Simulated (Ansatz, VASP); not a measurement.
**ZnS, level by level in two programs**

```
Zn S
1.0
     3.74466    0.00000    0.00000
    -1.87233    3.24297    0.00000
     0.00000    0.00000   12.26442
Zn S
4 4
Direct
  0.66667 0.33333 0.75000
  0.33333 0.66667 0.25000
  0.00000 0.00000 0.50000
  0.00000 0.00000 0.00000
  0.66667 0.33333 0.93750
  0.33333 0.66667 0.43750
  0.00000 0.00000 0.68750
  0.00000 0.00000 0.18750
```

Single points on this cell with VASP 6.6.1 and Ansatz 0.2.0. Each row is one pair of runs. Alike in all rows: spin: off; k mesh: 8 × 8 × 3; smearing: fermi-dirac, width 0.05 eV; VASP's potentials, cutoff: VASP PAW PBE potentials, release 64 (Zn, S), 520 eV.

| level | Ansatz's potentials, cutoff | gap on the k mesh at the Fermi level (eV), VASP | gap on the k mesh at the Fermi level (eV), Ansatz | least direct gap on the mesh (eV), VASP | least direct gap on the mesh (eV), Ansatz | pressure (GPa), VASP | pressure (GPa), Ansatz |
| --- | --- | --- | --- | --- | --- | --- | --- |
| r2SCAN | Ansatz PAW, 500 eV | 2.99 | 2.98 | 2.99 | 2.98 | 4.4 | 4.4 |
| SVWN5 | Ansatz PAW, 420 eV | 2.17 | 2.16 | 2.17 | 2.16 | 0.1 | -0.2 |
| PBE | PseudoDojo standard (PBE files), 1143 eV | ? | 2.41 | ? | 2.41 | ? | 6.6 |

Question: Fill in what VASP gave in row 3.

Answer: gap on the k mesh at the Fermi level (eV): 2.41; least direct gap on the mesh (eV): 2.41; pressure (GPa): 6.8.

VASP's potentials hold 72 valence electrons a cell and Ansatz's 104 in some rows, so a difference there can come from the potentials and not from the codes.

Noted on Ansatz's runs: odd divisions of the mesh miss points on the zone boundary, where band edges often lie, so the gap on the mesh can be too wide.
